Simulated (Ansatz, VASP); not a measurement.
## One calculation of Ir, two programs

```
CELL_PARAMETERS angstrom
0.00000 1.92216 1.92216
1.92216 0.00000 1.92216
1.92216 1.92216 0.00000
ATOMIC_POSITIONS crystal
Ir 0.00000 0.00000 0.00000
```

Alike in both runs: task single point; functional r2SCAN; k mesh 18 × 18 × 18; occupations gaussian, width 0.05 eV; no spin polarisation.

|  | VASP | Ansatz |
| --- | --- | --- |
| version | VASP 6.6.1 | Ansatz 0.2.0 |
| potentials or method | VASP PAW PBE potentials, release 64 (Ir_sv_GW), cutoff 620 eV | scalar-relativistic, plane waves, PAW |
| valence electrons in the cell | 17 | 17 |

```tsv
	VASP	Ansatz	Ansatz less VASP
pressure (GPa)	-1.0	-0.1	+0.93
```

VASP's potentials were made for PBE, not for r2SCAN. With one functional, cell and mesh, what is left measures potentials, basis and numerics.

Spin-orbit coupling is off throughout.
